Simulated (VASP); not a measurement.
RbHoBr4: single point with PBE

The system is RbHoBr4.

```
Rb Ho Br
1.0
     5.52709    0.00000    0.00000
     0.00000    5.52709    0.00000
     0.00000    0.00000    9.08016
Rb Ho Br
1 1 4
Direct
  0.00000 0.00000 0.00000
  0.50000 0.50000 0.50000
  0.50000 0.50000 0.80396
  0.50000 0.50000 0.19604
  0.50000 0.00000 0.50000
  0.00000 0.50000 0.50000
```

The cell was generated, and may not be a known phase.

```json
{"Program": "VASP 6.6.1", "Task": "single point", "Functional": "PBE", "Potentials or basis": "VASP PAW PBE potentials, release 64 (Rb_sv, Ho_3, Br), 4f in core", "Cutoff": "500 eV", "k mesh": "4 × 4 × 4", "Occupations": "gaussian, width 0.02 eV", "Spin": "no spin polarisation", "Dipole correction": "no", "Further INCAR settings": "ALGO = Normal; EDIFF = 1e-06; NBANDS = 32"}
```

```yaml
Pressure: 0.0 GPa
Largest_force: 0.012 eV/Å
Band_gap_on_the_k_mesh: 3.23 eV
```

Forces on the atoms (eV/Å):
```
Rb   0.000  0.000  0.000
Ho   0.000  0.000  0.000
Br   0.000  0.000  0.012
Br   0.000  0.000 -0.012
Br   0.000  0.000  0.000
Br   0.000  0.000  0.000
```

Levels at points of the mesh, in eV from the valence-band top:
| k point | band 20 | band 21 | band 22 | band 23 | band 24 | band 25 | band 26 | band 27 |
| --- | --- | --- | --- | --- | --- | --- | --- | --- |
| (0.00, 0.00, 0.00) | -0.73 | -0.57 | -0.57 | 0.00 | 3.23 | 3.65 | 4.12 | 4.12 |
| (0.50, 0.00, 0.00) | -0.70 | -0.59 | -0.11 | -0.11 | 4.16 | 4.65 | 4.83 | 5.21 |
| (0.50, 0.50, 0.00) | -0.32 | -0.24 | -0.12 | -0.12 | 5.21 | 5.21 | 5.44 | 5.57 |
| (0.00, 0.00, 0.50) | -0.79 | -0.79 | -0.37 | -0.37 | 3.23 | 3.98 | 3.98 | 4.17 |
| (0.50, 0.00, 0.50) | -0.89 | -0.59 | -0.36 | -0.35 | 4.00 | 4.65 | 4.70 | 4.83 |
| (0.50, 0.50, 0.50) | -0.66 | -0.31 | -0.31 | -0.24 | 5.04 | 5.04 | 5.08 | 5.57 |

It took 2.1 min on 1 thread of Intel(R) Xeon(R) Platinum 8488C (Sapphire Rapids), on a shared host, peak memory 0.41 GiB.

Caveat: spin-orbit coupling is left out, which moves the levels of the heavy elements; the 4f electrons are frozen in the core, so they carry no moment and show no levels. A k mesh can miss the band edges.
